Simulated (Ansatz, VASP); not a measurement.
Two plane-wave programs on MoS2

```
CELL_PARAMETERS angstrom
3.22024 0.00000 0.00000
-1.61012 2.78881 0.00000
0.00000 0.00000 5.94503
ATOMIC_POSITIONS crystal
Mo 0.00000 0.00000 0.00000
S 0.33333 0.66667 0.26003
S 0.66667 0.33333 0.73997
```

Alike in both runs: task single point; functional PBE; k mesh 12 × 12 × 4; occupations fermi-dirac, width 0.02 eV; no spin polarisation.

|  | VASP | Ansatz |
| --- | --- | --- |
| version | VASP 6.6.1 | Ansatz 0.2.0 |
| potentials or method | VASP PAW PBE potentials, release 64 (Mo_sv, S) | plane waves, PAW |
| plane-wave cutoff (eV) | 520 | 420 |
| valence electrons in the cell | 26 | 26 |

Ansatz gave:

* pressure (GPa): 2.2
* traceless stress, the component that is largest in VASP (GPa): 1.60
* rms of the force components (eV/Å): 0.088

**Question.** Which values does VASP return?

**Answer.** Pressure (GPa): 2.1; traceless stress, the component that is largest in VASP (GPa): 1.62; rms of the force components (eV/Å): 0.084.

Atom by atom the forces differ by 0.004 eV/Å (rms over components).
